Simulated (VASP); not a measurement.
# Ti4N3O in VASP: notebook

Ti4N3O is run at these levels: PBE, r2SCAN; tasks: single point, relaxation of cell and atoms.

Program: VASP 6.6.1. These are calculated values, not measurements. Logs are shortened: lines on timing, memory, paths and dates and some standing lists are left out, and cuts for length are marked.

## Step 1: The cell of the first run

The typed cell holds 8 atoms: a = 4.254 Å, b = 4.254 Å, c = 4.254 Å, α = 90.00°, β = 90.00°, γ = 90.00°.

## Step 2: Single point, PBE

The input, INCAR:

```
SYSTEM = Ti4N3O
PREC     = Accurate       ! precision mode
ENCUT    = 520            ! plane-wave cutoff, eV
EDIFF    = 1E-6           ! SCF threshold, eV
ISMEAR   = 0              ! smearing method
SIGMA    = 0.2            ! smearing width, eV
LREAL    = .False.        ! projectors in reciprocal space
LASPH    = .True.         ! aspherical terms in the spheres
NELM     = 80             ! most SCF steps
ALGO     = Normal         ! electronic algorithm
ISIF     = 2              ! what is computed and relaxed
LWAVE    = .False.        ! write WAVECAR
LCHARG   = .False.        ! write CHGCAR
GGA      = PE             ! functional
NBANDS   = 44             ! bands
```

The input, KPOINTS:

```
regular mesh
0
Gamma
  6 6 6
  0 0 0
```

The input, POSCAR:

```
Ti4N3O
1.0
    4.2536844371      0.0000402570      0.0000219023
    0.0000396122      4.2536220257     -0.0000538921
    0.0000219917     -0.0000547704      4.2537260975
Ti N O
4 3 1
Direct
   -0.0000004467     -0.0000011786     -0.0000006131
    0.5000119251     -0.0000085418      0.5000029141
   -0.0000209450      0.4999978689      0.5000007673
    0.5000105155      0.5000035671     -0.0000038416
    0.0000042135      0.5000039968      0.0000005393
    0.5000049886     -0.0000002816      0.0000002017
   -0.0000002174      0.0000039536      0.5000023375
    0.4999899662      0.5000006155      0.4999976948
```

Potentials or basis: VASP PAW PBE potentials, release 64 (Ti_sv, N, O).

Started as:

```
$ cat potpaw_PBE.64/Ti_sv/POTCAR potpaw_PBE.64/N/POTCAR potpaw_PBE.64/O/POTCAR > POTCAR
$ mpirun -np 1 vasp_std > vasp.out
```

OUTCAR:

```text
SYSTEM = Ti4N3O
   PREC = Accurate
   ENCUT = 520
   EDIFF = 1E-6
   ISMEAR = 0
   LREAL = .False.
   LASPH = .True.
   NELM = 80
   ISIF = 2
   GGA = PE

 ion  position               nearest neighbor table
   1  1.000  1.000  1.000-   5 2.13   6 2.13   5 2.13   7 2.13   6 2.13   7 2.13
   2  0.500  1.000  0.500-   8 2.13   7 2.13   8 2.13   6 2.13   6 2.13   7 2.13
   3  1.000  0.500  0.500-   7 2.13   8 2.13   7 2.13   5 2.13   5 2.13   8 2.13
   4  0.500  0.500  1.000-   6 2.13   5 2.13   6 2.13   8 2.13   5 2.13   8 2.13
   5  0.000  0.500  0.000-   1 2.13   4 2.13   1 2.13   3 2.13   3 2.13   4 2.13
   6  0.500  1.000  0.000-   4 2.13   1 2.13   4 2.13   2 2.13   1 2.13   2 2.13
   7  1.000  0.000  0.500-   3 2.13   2 2.13   3 2.13   1 2.13   1 2.13   2 2.13
   8  0.500  0.500  0.500-   2 2.13   3 2.13   2 2.13   4 2.13   4 2.13   3 2.13

  LATTYP: Found a simple monoclinic cell.
 ALAT       =     4.2537260979
 B/A-ratio  =     0.9999902061
 C/A-ratio  =     1.4142143255
 COS(beta)  =    -0.7071244626

  Lattice vectors:

 A1 = (   0.0000219917,  -0.0000547704,   4.2537260975)
 A2 = (   4.2536844371,   0.0000402570,   0.0000219023)
 A3 = (   0.0000176205,   4.2536767961,  -4.2537799896)

Analysis of symmetry for initial positions (statically):
=====================================================================
 Subroutine PRICEL returns:
 Original cell was already a primitive cell.

 Routine SETGRP: Setting up the symmetry group for a
 simple monoclinic supercell.

 Subroutine GETGRP returns: Found  1 space group operations
 (whereof  1 operations were pure point group operations)
 out of a pool of  4 trial point group operations.

The static configuration has the point symmetry C_1 .

Analysis of symmetry for dynamics (positions and initial velocities):
=====================================================================
 Subroutine PRICEL returns:
 Original cell was already a primitive cell.

 Routine SETGRP: Setting up the symmetry group for a
 simple monoclinic supercell.

 Subroutine GETGRP returns: Found  1 space group operations
 (whereof  1 operations were pure point group operations)
 out of a pool of  4 trial point group operations.

The dynamic configuration has the point symmetry C_1 .

 Subroutine INISYM returns: Found  1 space group operations
 (whereof  1 operations are pure point group operations),
 and found     1 'primitive' translations

[... 113 lines left out ...]
   ISYM   =      2    0-nonsym 1-usesym 2-fastsym
   POTIM  = 0.5000    time-step for ionic-motion
   TEBEG  =    0.0;   TEEND  =   0.0 temperature during run
   PSTRESS=    0.0 pullay stress
   NELECT =      69.0000    total number of electrons
   NUPDOWN=      -1.0000    fix difference up-down
   EMIN   =  10.00;   EMAX   =-10.00  energy-range for DOS
   EFERMI =   0.00;   METHOD = LEGACY
   ISMEAR =     0;   SIGMA  =   0.20  broadening in eV -4-tet -1-fermi 0-gaus
   EFERMI_NEDOS =   21; number of points for ismear=-14 and -15
   IALGO  =     38    algorithm
   IMIX   =      4    mixing-type and parameters
     AMIX     =   0.40;   BMIX     =  1.00
     AMIX_MAG =   1.60;   BMIX_MAG =  1.00
  volume/ion in A,a.u.               =       9.62        64.92
  Fermi-wavevector in a.u.,A,eV,Ry     =   1.578556  2.983038 33.903524  2.491839
  Thomas-Fermi vector in A             =   2.679069
   LORBIT       =      0    0 simple, 1 ext, 2 COOP (PROOUT), +10 PAW based schemes
   GGA     = PE    functional components
   LHFCALC =     F    Hartree Fock is set to
   AEXX    =    0.0000 exact exchange contribution
   IVDW    =     0    specifies the selected vdW correction
   LEPSILON=     F    determine dielectric tensor
   LRPA    =     F    only Hartree local field effects (RPA)
 non-spin polarized calculation
 Gauss-broadening in eV      SIGMA  =   0.20
  energy-cutoff  :      520.00
  volume of cell :       76.97
 maximum number of plane-waves:      2103
 NGX is ok and might be reduce to    32
   NGX = 15   NGY = 15   NGZ = 15

 number of electron      68.9999975 magnetization

 Free energy of the ion-electron system (eV)
  ---------------------------------------------------
  ext. energy  EPLUGINS =         0.00000000
  ---------------------------------------------------
  free energy    TOTEN  =       -76.50780169 eV

  energy without entropy =      -76.45057786  energy(sigma->0) =      -76.47918977

 E-fermi :  11.5145     XC(G=0): -12.9503

 val. band max:       11.5086040493   @ k =   0.0000   0.3333   0.5000
 cond. band min:      11.5309428837   @ k =   0.1667  -0.1667   0.0000
 fundamental gap:      0.0223388345
 Fermi energy:        11.5145316136

 k-point     1 :       0.0000    0.0000    0.0000
  band No.  band energies     occupation
      1     -46.4247      2.00000
      2     -46.3096      2.00000
      3     -46.3092      2.00000
      4     -46.2686      2.00000
      5     -22.9501      2.00000
      6     -22.9501      2.00000
[... 1117 lines left out ...]
     43      13.5582      0.00000
     44      13.6068      0.00000

 [... further k-points ...]

------------------------ aborting loop because EDIFF is reached ----------------------------------------

  FORCE on cell =-STRESS in cart. coord.  units (eV):
  Direction    XX          YY          ZZ          XY          YZ          ZX
  --------------------------------------------------------------------------------------
  -------------------------------------------------------------------------------------
  Total        0.2384781      0.2421022      0.2360182     -0.0012034      0.0016622     -0.0006639
  in kB        4.9643851      5.0398274      4.9131777     -0.0250515      0.0346017     -0.0138197
  external PRESSURE =       4.9724634 kB  Pullay stress =       0.0000000 kB

 VOLUME and BASIS-vectors are now :
 -----------------------------------------------------------------------------
  energy-cutoff  :      520.00
  volume of cell :       76.97
      direct lattice vectors                 reciprocal lattice vectors
     4.253684437  0.000040257  0.000021902     0.235090312 -0.000002189 -0.000001215
     0.000039612  4.253622026 -0.000053892    -0.000002225  0.235093761  0.000003027
     0.000021992 -0.000054770  4.253726098    -0.000001211  0.000002979  0.235088009

 POSITION                                       TOTAL-FORCE (eV/Angst)
 -----------------------------------------------------------------------------------
      4.25374      4.25360      4.25369         0.000220      0.000171      0.000103
      2.12694      4.25358      2.12683        -0.000575      0.000382     -0.000133
      4.25363      2.12681      2.12686         0.000604      0.000260     -0.000015
      2.12693      2.12679      4.25369        -0.000384     -0.000164      0.000105
      0.00004      2.12683     -0.00002         0.000054     -0.000245     -0.000006
      2.12690      4.25364     -0.00004        -0.000164      0.000109      0.000068
      4.25369      0.00003      2.12689         0.000326     -0.000262     -0.000127
      2.12683      2.12681      2.12684        -0.000081     -0.000252      0.000006
 -----------------------------------------------------------------------------------
    total drift:                                0.000009      0.000002     -0.000003

  FREE ENERGIE OF THE ION-ELECTRON SYSTEM (eV)
  ---------------------------------------------------
  free  energy   TOTEN  =       -76.5078016880 eV

  energy  without entropy=      -76.4505778561  energy(sigma->0) =      -76.47918977
```

stdout:

```text
POSCAR found type information on POSCAR TiN O
 POSCAR found :  3 types and       8 ions
 scaLAPACK will be used
 LDA part: xc-table for (Slater+PW92), standard interpolation
 POSCAR, INCAR and KPOINTS ok, starting setup
 FFT: planning ... GRIDC
 FFT: planning ... GRID_SOFT
 FFT: planning ... GRID
 WAVECAR not read
 entering main loop
```

Run time: 3 min. Hardware: 1 thread of Intel Xeon 6975P-C (Granite Rapids), shared host; peak memory 0.39 GiB.

Results:

| Quantity | Value |
| --- | --- |
| Free energy | -76.5078 eV |
| Pressure | 0.5 GPa |
| Band gap on the k mesh | zero (an odd number of electrons rules out a gap without spin polarisation) |

Caveat: an odd number of electrons without spin polarisation forces a metal; a magnetic or distorted state may lie lower.

## Step 3: Single point, r2SCAN

The input, POSCAR:

```
Ti4N3O
1.0
    4.2545000000      0.0000000000      0.0000000000
    0.0000000000      4.2545000000      0.0000000000
    0.0000000000      0.0000000000      4.2545000000
Ti N O
4 3 1
Direct
    0.0000000000      0.0000000000      0.0000000000
    0.5000000000      0.0000000000      0.5000000000
    0.0000000000      0.5000000000      0.5000000000
    0.5000000000      0.5000000000      0.0000000000
    0.0000000000      0.5000000000      0.0000000000
    0.5000000000      0.0000000000      0.0000000000
    0.0000000000      0.0000000000      0.5000000000
    0.5000000000      0.5000000000      0.5000000000
```

The input, INCAR.step1:

```
PREC = Accurate
ENCUT = 520
ISMEAR = 0
SIGMA = 0.1
LREAL = False
LASPH = True
NELM = 100
NBANDS = 44
GGA = PE
ALGO = Normal
EDIFF = 1E-4
LWAVE = True
LCHARG = False
```

The input, INCAR.step2:

```
PREC = Accurate
ENCUT = 520
EDIFF = 1E-6
ISMEAR = 0
SIGMA = 0.1
LREAL = False
LASPH = True
NELM = 100
ALGO = Normal
ISIF = 2
LWAVE = False
LCHARG = False
METAGGA = R2SCAN
LMIXTAU = True
NBANDS = 44
ISTART = 1
```

The input, KPOINTS:

```
regular mesh
0
Gamma
  10 10 10
```

Potentials or basis: VASP PAW PBE potentials, release 64 (Ti_sv, N, O).

Started as:

```
$ cat potpaw_PBE.64/Ti_sv/POTCAR potpaw_PBE.64/N/POTCAR potpaw_PBE.64/O/POTCAR > POTCAR
$ cp INCAR.step1 INCAR
$ mpirun -np 1 vasp_std > vasp.out
$ cp INCAR.step2 INCAR
$ mpirun -np 1 vasp_std > vasp.out
```

It took 4.7 min on 1 thread of Intel Xeon 6975P-C (Granite Rapids), shared host; peak memory 0.28 GiB.

Results (log left out):

```
Free energy            : -102.1028 eV
Pressure               : -1.6 GPa
Band gap on the k mesh : zero (an odd number of electrons rules out a gap without spin polarisation)
```

Levels at points of the mesh, in eV from the Fermi level:
| k point | band 31 | band 32 | band 33 | band 34 | band 35 | band 36 | band 37 | band 38 |
| --- | --- | --- | --- | --- | --- | --- | --- | --- |
| (0.00, 0.00, 0.00) | -3.20 | -3.20 | -2.76 | -2.76 | -2.76 | -0.73 | -0.73 | -0.73 |
| (0.50, 0.00, 0.00) | -3.66 | -3.66 | -2.19 | -2.03 | 0.35 | 0.35 | 0.82 | 0.82 |
| (0.50, 0.50, 0.00) | -5.48 | -5.45 | 0.34 | 0.73 | 0.84 | 0.84 | 0.90 | 1.43 |
| (0.50, 0.50, 0.50) | -5.89 | -5.89 | 1.40 | 1.40 | 1.40 | 1.51 | 1.51 | 1.51 |

Caveat: the PAW data sets were made with another functional, which shifts forces and pressure a little; an odd number of electrons without spin polarisation forces a metal; a magnetic or distorted state may lie lower.

[end of part 1 of 2]

The gap in the log of VASP goes by the Fermi energy; the results here count the filled bands.